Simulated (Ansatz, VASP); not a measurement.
Al2B2As in VASP and in Ansatz

```
Al B As
1.0
     7.12249    0.00000    0.00000
     0.00000    7.12249    0.00000
     0.00000    0.00000    2.95575
Al B As
4 4 2
Direct
  0.37310 0.87310 0.50000
  0.12690 0.37310 0.50000
  0.62690 0.12690 0.50000
  0.87310 0.62690 0.50000
  0.17150 0.67150 0.50000
  0.32850 0.17150 0.50000
  0.82850 0.32850 0.50000
  0.67150 0.82850 0.50000
  0.00000 0.00000 0.00000
  0.50000 0.50000 0.00000
```

Change from the starting cell: species swapped into the ErB2C2 type (P4/mbm, No. 127).

Alike in both runs: task relaxation of cell and atoms; functional PBE; k mesh 6 × 6 × 12; occupations gaussian, width 0.1 eV; no spin polarisation.

|  | VASP | Ansatz |
| --- | --- | --- |
| version | VASP 6.6.1 | Ansatz 0.2.0 |
| potentials or method | VASP PAW PBE potentials, release 64 (Al, B, As), cutoff 600 eV | scalar-relativistic, plane waves, PAW |
| valence electrons in the cell | 34 | 54 |

|  | VASP | Ansatz | Ansatz less VASP |
| --- | --- | --- | --- |
| gap on the k mesh at the Fermi level, each at its own relaxed structure (eV) | none | none | - |
| relaxed volume (Å³/atom) | 14.88 | 14.89 | +0.013 |
| relaxed length of the cell vector where the two differ most in proportion (Å) | 7.152 | 7.156 | +0.0043 |

A gap of «none» marks a metal or a gap that the smearing closes. VASP's potentials hold 34 valence electrons a cell and Ansatz's 54, so a difference there can come from the potentials and not from the codes.
